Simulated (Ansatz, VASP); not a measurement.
# Two plane-wave programs on MgSe

```
Mg Se
1.0
     0.00000    2.73627    2.73627
     2.73627    0.00000    2.73627
     2.73627    2.73627    0.00000
Mg Se
1 1
Direct
  0.00000 0.00000 0.00000
  0.50000 0.50000 0.50000
```

Alike in both runs: task single point; functional r2SCAN; k mesh 8 × 8 × 8; no spin polarisation.

|  | VASP | Ansatz |
| --- | --- | --- |
| version | VASP 6.6.1 | Ansatz 0.2.0 |
| potentials or method | VASP PAW PBE potentials, release 64 (Mg, Se) | plane waves, PAW |
| plane-wave cutoff (eV) | 660 | 500 |
| occupations | gaussian, width 0.01 eV | fixed |
| valence electrons in the cell | 8 | 26 |

|  | VASP | Ansatz | Ansatz less VASP |
| --- | --- | --- | --- |
| gap on the k mesh at the Fermi level (eV) | 2.44 | 2.48 | +0.037 |
| pressure (GPa) | -0.3 | 0.0 | +0.30 |

VASP's potentials were made for PBE, not for r2SCAN. VASP's potentials hold 8 valence electrons a cell and Ansatz's 26, so a difference there can come from the potentials and not from the codes.
